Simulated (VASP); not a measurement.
# BiB (P1) in VASP: a series of runs

BiB is run at these levels: PBEsol; tasks: single point.

Everything below comes from runs of VASP 6.6.1. Logs are shortened: lines on timing, memory, paths and dates and some standing lists are left out, and cuts for length are marked.

**1. The cell of the first run**

The typed cell holds 16 atoms: a = 7.430 Å, b = 7.430 Å, c = 7.430 Å, α = 60.00°, β = 60.00°, γ = 60.00°.

**2. Single point, PBEsol**

File INCAR:

```
SYSTEM = BiB
ALGO     = Normal         ! electronic algorithm
EDIFF    = 1E-7           ! SCF threshold, eV
ENCUT    = 520            ! plane-wave cutoff, eV
GGA      = PS             ! functional
ISIF     = 2              ! what is computed and relaxed
ISMEAR   = -1             ! smearing method
LASPH    = .True.         ! aspherical terms in the spheres
LCHARG   = .False.        ! write CHGCAR
LREAL    = Auto         
LWAVE    = .False.        ! write WAVECAR
NBANDS   = 86             ! bands
NELM     = 100            ! most SCF steps
PREC     = Accurate       ! precision mode
SIGMA    = 0.112          ! smearing width, eV
```

File KPOINTS:

```
k-points
0
Gamma
  2 2 2
  0 0 0
```

File POSCAR:

```
BiB
1.0
    0.0000000000      5.2536658547      5.2536658547
    5.2536658547      0.0000000000      5.2536658547
    5.2536658547      5.2536658547      0.0000000000
B Bi
8 8
Direct
   -0.0110301077     -0.0016749257      0.0168456659
   -0.0055376571     -0.0250320450      0.5144584895
   -0.0206573853      0.5032967595      0.0293992812
   -0.0143797687      0.5099400255      0.5002214782
    0.5142097108     -0.0012358989     -0.0047751419
    0.4939252080      0.0040345162      0.5031088906
    0.4871928613      0.5299725139      0.0059426124
    0.5134600438      0.5072632279      0.4981560633
    0.2520788411      0.2516777878      0.2445937819
    0.2554155588      0.2442064333      0.7529142716
    0.2601726181      0.7496142901      0.2461092951
    0.2470292241      0.7508669392      0.7513652579
    0.7453072975      0.2492329235      0.2512987191
    0.7408248084      0.2536529800      0.7499108449
    0.7507269417      0.7445963653      0.2543495412
    0.7495712725      0.7484096075      0.7493177352
```

Potentials or basis: VASP PAW PBE potentials, release 64 (B, Bi_d).

Command:

```sh
$ cat potpaw_PBE.64/B/POTCAR potpaw_PBE.64/Bi_d/POTCAR > POTCAR
$ mpirun -np 1 vasp_std > vasp.out
```

OUTCAR:

```text
SYSTEM = BiB
   EDIFF = 1E-7
   ENCUT = 520
   GGA = PS
   ISIF = 2
   ISMEAR = -1
   LASPH = .True.
   LREAL = Auto
   NELM = 100
   PREC = Accurate

 ion  position               nearest neighbor table
   1  0.989  0.998  0.017-  13 2.55  15 2.59  11 2.63  10 2.69  12 2.70  14 2.71
   2  0.994  0.975  0.514-  16 2.48  12 2.58  11 2.60  13 2.70  14 2.71   9 2.81
   3  0.979  0.503  0.029-  15 2.45  13 2.57   9 2.57  16 2.69  12 2.71  10 2.82
   4  0.986  0.510  0.500-  15 2.53  16 2.56  14 2.63   9 2.70  11 2.70  10 2.75
   5  0.514  0.999  0.995-  14 2.53  15 2.61  16 2.61  10 2.63   9 2.64  11 2.64
   6  0.494  0.004  0.503-  10 2.57  13 2.61  12 2.63   9 2.63  16 2.64  15 2.67
   7  0.487  0.530  0.006-  11 2.42  16 2.53  12 2.61  13 2.65   9 2.71  14 2.80
   8  0.513  0.507  0.498-  15 2.49  14 2.52  12 2.61  11 2.66  13 2.66  10 2.74
   9  0.252  0.252  0.245-   3 2.57   6 2.63   5 2.64   4 2.70   7 2.71   2 2.81  14 3.65  10 3.67
                            13 3.68  12 3.69  15 3.69  11 3.69  11 3.74  15 3.74  12 3.74  13 3.75
  10  0.255  0.244  0.753-   6 2.57   5 2.63   1 2.69   8 2.74   4 2.75   3 2.82  14 3.63   9 3.67
                            11 3.67  16 3.68  13 3.68  12 3.70  12 3.73  13 3.75  16 3.75  11 3.76
  11  0.260  0.750  0.246-   7 2.42   2 2.60   1 2.63   5 2.64   8 2.66   4 2.70  15 3.66  13 3.66
                            16 3.66  10 3.67   9 3.69  12 3.71  12 3.72   9 3.74  10 3.76  16 3.77
  12  0.247  0.751  0.751-   2 2.58   7 2.61   8 2.61   6 2.63   1 2.70   3 2.71  14 3.68   9 3.69
                            10 3.70  11 3.71  15 3.71  16 3.71  16 3.72  15 3.72  11 3.72  10 3.73
  13  0.745  0.249  0.251-   1 2.55   3 2.57   6 2.61   7 2.65   8 2.66   2 2.70  11 3.66   9 3.68
                            10 3.68  14 3.70  16 3.71  15 3.71  15 3.72  16 3.72  14 3.73  10 3.75
  14  0.741  0.254  0.750-   8 2.52   5 2.53   4 2.63   2 2.71   1 2.71   7 2.80  10 3.63   9 3.65
                            15 3.67  12 3.68  13 3.70  16 3.71  16 3.72  13 3.73  12 3.75  15 3.77
  15  0.751  0.745  0.254-   3 2.45   8 2.49   4 2.53   1 2.59   5 2.61   6 2.67  11 3.66  14 3.67
                            16 3.69   9 3.69  13 3.71  12 3.71  12 3.72  13 3.72   9 3.74  16 3.74
  16  0.750  0.748  0.749-   2 2.48   7 2.53   4 2.56   5 2.61   6 2.64   3 2.69  11 3.66  10 3.68
                            15 3.69  14 3.71  13 3.71  12 3.71  12 3.72  13 3.72  14 3.72  15 3.74

  LATTYP: Found a face centered cubic cell.
 ALAT       =    10.5073317094

  Lattice vectors:

 A1 = (   0.0000000000,   5.2536658547,   5.2536658547)
 A2 = (   5.2536658547,   0.0000000000,   5.2536658547)
 A3 = (   5.2536658547,   5.2536658547,   0.0000000000)

Analysis of symmetry for initial positions (statically):
=====================================================================
 Subroutine PRICEL returns:
 Original cell was already a primitive cell.

 Routine SETGRP: Setting up the symmetry group for a
 face centered cubic supercell.

 Subroutine GETGRP returns: Found  1 space group operations
 (whereof  1 operations were pure point group operations)
 out of a pool of 48 trial point group operations.

The static configuration has the point symmetry C_1 .

Analysis of symmetry for dynamics (positions and initial velocities):
=====================================================================
 Subroutine PRICEL returns:
 Original cell was already a primitive cell.

 Routine SETGRP: Setting up the symmetry group for a
 face centered cubic supercell.

 Subroutine GETGRP returns: Found  1 space group operations
 (whereof  1 operations were pure point group operations)
 out of a pool of 48 trial point group operations.

The dynamic configuration has the point symmetry C_1 .

 Subroutine INISYM returns: Found  1 space group operations
 (whereof  1 operations are pure point group operations),
 and found     1 'primitive' translations

----------------------------------------------------------------------------------------

                                     Primitive cell

  volume of cell :     290.0129

  direct lattice vectors                    reciprocal lattice vectors
     0.000000000  5.253665855  5.253665855    -0.095171641  0.095171641  0.095171641
     5.253665855  0.000000000  5.253665855     0.095171641 -0.095171641  0.095171641
     5.253665855  5.253665855  0.000000000     0.095171641  0.095171641 -0.095171641

  length of vectors
     7.429805504  7.429805504  7.429805504     0.164842117  0.164842117  0.164842117

  position of ions in fractional coordinates (direct lattice)
     0.988969892  0.998325074  0.016845666
     0.994462343  0.974967955  0.514458490
     0.979342615  0.503296760  0.029399281
     0.985620231  0.509940026  0.500221478
     0.514209711  0.998764101  0.995224858
     0.493925208  0.004034516  0.503108891
[... 8 lines left out ...]
     0.750726942  0.744596365  0.254349541
     0.749571272  0.748409608  0.749317735

  ion indices of the primitive-cell ions
   primitive index   ion index
                 1           1
                 2           2
                 3           3
                 4           4
                 5           5
                 6           6
[... 8 lines left out ...]
                15          15
                16          16

----------------------------------------------------------------------------------------

 KPOINTS: k-points

Automatic generation of k-mesh.
 Grid dimensions read from file:
 generate k-points for:    2    2    2

 Generating k-lattice:

  Cartesian coordinates                     Fractional coordinates (reciprocal lattice)
    -0.047585820  0.047585820  0.047585820     0.500000000  0.000000000  0.000000000
     0.047585820 -0.047585820  0.047585820     0.000000000  0.500000000  0.000000000
     0.047585820  0.047585820 -0.047585820     0.000000000  0.000000000  0.500000000

  Length of vectors
     0.082421059  0.082421059  0.082421059

  Shift w.r.t. Gamma in fractional coordinates (k-lattice)
     0.000000000  0.000000000  0.000000000

 Subroutine IBZKPT returns following result:
 ===========================================

 Found      8 irreducible k-points:

 Following reciprocal coordinates:
            Coordinates               Weight
  0.000000  0.000000  0.000000      1.000000
  0.500000  0.000000  0.000000      1.000000
  0.000000  0.500000  0.000000      1.000000
  0.000000  0.000000  0.500000      1.000000
  0.500000  0.500000  0.500000      1.000000
  0.500000  0.500000  0.000000      1.000000
  0.000000  0.500000  0.500000      1.000000
  0.500000  0.000000  0.500000      1.000000
   k-points           NKPTS =      8   k-points in BZ     NKDIM =      8   number of bands    NBANDS=     86
   number of dos      NEDOS =    301   number of ions     NIONS =     16
   total plane-waves  NPLWV = 175616
   dimension x,y,z NGX =    56 NGY =   56 NGZ =   56
   dimension x,y,z NGXF=   112 NGYF=  112 NGZF=  112
   ions per type =               8   8
   NGX,Y,Z   is equivalent  to a cutoff of  12.53, 12.53, 12.53 a.u.
   NGXF,Y,Z  is equivalent  to a cutoff of  25.06, 25.06, 25.06 a.u.
 SYSTEM =  BiB
   PREC   = accura    normal or accurate (medium, high low for compatibility)
   ISTART =      0    job   : 0-new  1-cont  2-samecut
   ICHARG =      2    charge: 1-file 2-atom 10-const
   ISPIN  =      1    spin polarized calculation?
   LNONCOLLINEAR =      F non collinear calculations
   LSORBIT =      F    spin-orbit coupling
   LASPH  =      T    aspherical Exc in radial PAW
   ENCUT  =  520.0 eV  38.22 Ry    6.18 a.u.  13.81 13.81 13.81*2*pi/ulx,y,z
   NELM   =    100;   NELMIN=  2; NELMDL= -5     # of ELM steps
   EDIFF  = 0.1E-06   stopping-criterion for ELM
   LREAL  =      T    real-space projection
   EDIFFG = 0.1E-05   stopping-criterion for IOM
   NSW    =      0    number of steps for IOM
   IBRION =     -1    ionic relax: 0-MD 1-quasi-New 2-CG
   NFREE  =      0    steps in history (QN), initial steepest desc. (CG)
   ISIF   =      2    stress and relaxation
   ISYM   =      2    0-nonsym 1-usesym 2-fastsym
   POTIM  = 0.5000    time-step for ionic-motion
   TEBEG  =    0.0;   TEEND  =   0.0 temperature during run
   PSTRESS=    0.0 pullay stress
   NELECT =     144.0000    total number of electrons
   NUPDOWN=      -1.0000    fix difference up-down
   EMIN   =  10.00;   EMAX   =-10.00  energy-range for DOS
   EFERMI =   0.00;   METHOD = LEGACY
   ISMEAR =    -1;   SIGMA  =   0.11  broadening in eV -4-tet -1-fermi 0-gaus
   EFERMI_NEDOS =   21; number of points for ismear=-14 and -15
   IALGO  =     38    algorithm
   IMIX   =      4    mixing-type and parameters
     AMIX     =   0.40;   BMIX     =  1.00
     AMIX_MAG =   1.60;   BMIX_MAG =  1.00
  volume/ion in A,a.u.               =      18.13       122.32
  Fermi-wavevector in a.u.,A,eV,Ry     =   1.296353  2.449752 22.865007  1.680531
  Thomas-Fermi vector in A             =   2.427815
   LORBIT       =      0    0 simple, 1 ext, 2 COOP (PROOUT), +10 PAW based schemes
   GGA     = PS    functional components
   LHFCALC =     F    Hartree Fock is set to
   AEXX    =    0.0000 exact exchange contribution
   IVDW    =     0    specifies the selected vdW correction
   LEPSILON=     F    determine dielectric tensor
   LRPA    =     F    only Hartree local field effects (RPA)
 non-spin polarized calculation
  energy-cutoff  :      520.00
  volume of cell :      290.01
 maximum number of plane-waves:      7848
 NGX is ok and might be reduce to    56
   NGX = 27   NGY = 27   NGZ = 27

 number of electron     144.0000003 magnetization

 Free energy of the ion-electron system (eV)
  ---------------------------------------------------
  ext. energy  EPLUGINS =         0.00000000
  ---------------------------------------------------
  free energy    TOTEN  =       -71.26196121 eV

  energy without entropy =      -70.86364897  energy(sigma->0) =      -71.06280509

 E-fermi :   8.1310     XC(G=0): -11.1079

 val. band max:        8.0819457684   @ k =   0.0000   0.0000   0.0000
 cond. band min:       8.1542083608   @ k =   0.5000   0.0000   0.0000
 fundamental gap:      0.0722625925
 Fermi energy:         8.1310384530

 k-point     1 :       0.0000    0.0000    0.0000
  band No.  band energies     occupation
      1     -14.7131      2.00000
      2     -14.7011      2.00000
      3     -14.6963      2.00000
      4     -14.6951      2.00000
      5     -14.6881      2.00000
      6     -14.6866      2.00000
[... 76 lines left out ...]
     83      10.1153      0.00000
     84      10.2122      0.00000

 k-point     2 :       0.5000    0.0000    0.0000
  band No.  band energies     occupation
      1     -14.6925      2.00000
      2     -14.6836      2.00000
      3     -14.6805      2.00000
      4     -14.6784      2.00000
      5     -14.6686      2.00000
      6     -14.6627      2.00000
[... 511 lines left out ...]
     83      11.5836      0.00000
     84      11.6621      0.00000

 k-point     8 :       0.5000    0.0000    0.5000
  band No.  band energies     occupation
      1     -14.6903      2.00000
      2     -14.6866      2.00000
      3     -14.6662      2.00000
      4     -14.6632      2.00000
      5     -14.6593      2.00000
      6     -14.6543      2.00000
[... 76 lines left out ...]
     83      11.5230      0.00000
     84      11.6759      0.00000
 [bands above 84 left out]

------------------------ aborting loop because EDIFF is reached ----------------------------------------

  FORCE on cell =-STRESS in cart. coord.  units (eV):
  Direction    XX          YY          ZZ          XY          YZ          ZX
  --------------------------------------------------------------------------------------
  -------------------------------------------------------------------------------------
  Total        1.0781599      0.0783517      0.4471889     -0.2131735     -0.3699661      0.0175991
  in kB        5.9562980      0.4328545      2.4704966     -1.1776776     -2.0438792      0.0972265
  external PRESSURE =       2.9532164 kB  Pullay stress =       0.0000000 kB

 VOLUME and BASIS-vectors are now :
 -----------------------------------------------------------------------------
  energy-cutoff  :      520.00
  volume of cell :      290.01
      direct lattice vectors                 reciprocal lattice vectors
     0.000000000  5.253665855  5.253665855    -0.095171641  0.095171641  0.095171641
     5.253665855  0.000000000  5.253665855     0.095171641 -0.095171641  0.095171641
     5.253665855  5.253665855  0.000000000     0.095171641  0.095171641 -0.095171641

 POSITION                                       TOTAL-FORCE (eV/Angst)
 -----------------------------------------------------------------------------------
      5.33337      5.28422     10.44058        -0.343655     -0.090758      0.218669
      7.82495      7.92737     10.34673        -0.064012     -0.172913      0.456127
      2.79861      5.29959      7.78929        -0.732735      0.024586      0.155361
      5.30705      7.80612      7.85717        -0.372406      0.346415     -0.015060
     10.47575      7.93006      7.94866        -0.037622     -0.209158     -0.077001
      2.66436      5.23808      2.61611        -0.102405     -0.094246      0.027340
[... 8 lines left out ...]
      5.24813      5.28034      7.85593         0.490691     -0.127585      0.310606
      7.86856      7.87466      7.86989         0.159785      0.088180     -0.173944
 -----------------------------------------------------------------------------------
    total drift:                                0.006008     -0.012122     -0.018745

  FREE ENERGIE OF THE ION-ELECTRON SYSTEM (eV)
  ---------------------------------------------------
  free  energy   TOTEN  =       -71.2619612079 eV

  energy  without entropy=      -70.8636489686  energy(sigma->0) =      -71.06280509
```

It took 13 min on 1 thread of Oxide Virtual Turin-like, shared host; peak memory 0.43 GiB.

Results:

```
Free energy            : -71.2620 eV
Pressure               : 0.3 GPa
Largest force          : 0.749 eV/Å
Band gap on the k mesh : zero (bands 72 and 73 overlap by 1.47 eV)
```

Forces in eV/Å, atoms in the order of the input:
```
B   -0.344 -0.091  0.219
B   -0.064 -0.173  0.456
B   -0.733  0.025  0.155
B   -0.372  0.346 -0.015
B   -0.038 -0.209 -0.077
B   -0.102 -0.094  0.027
B   -0.662 -0.073 -0.189
B   -0.176 -0.153 -0.426
Bi   0.418  0.051 -0.135
Bi   0.217 -0.145 -0.101
Bi   0.564  0.010 -0.128
Bi   0.396  0.081 -0.058
Bi   0.226  0.185 -0.032
Bi   0.018  0.279  0.168
Bi   0.491 -0.128  0.311
Bi   0.160  0.088 -0.174
```

Stress tensor (GPa, compression positive):
```
 0.60 -0.12  0.01
-0.12  0.04 -0.20
 0.01 -0.20  0.25
```

Caveat: the k points lie up to 0.52 Å⁻¹ apart, too coarse for converged energies and pressures of a metal; the atoms stand as in a frame of molecular dynamics; the structure was generated, so it needn't be the stable form of BiB; the PAW data sets were made with another functional, which shifts forces and pressure a little; spin-orbit coupling is left out, which moves the levels of the heavy elements.

[end of part 1 of 2]

The gap in the log of VASP goes by the Fermi energy; the results here count the filled bands.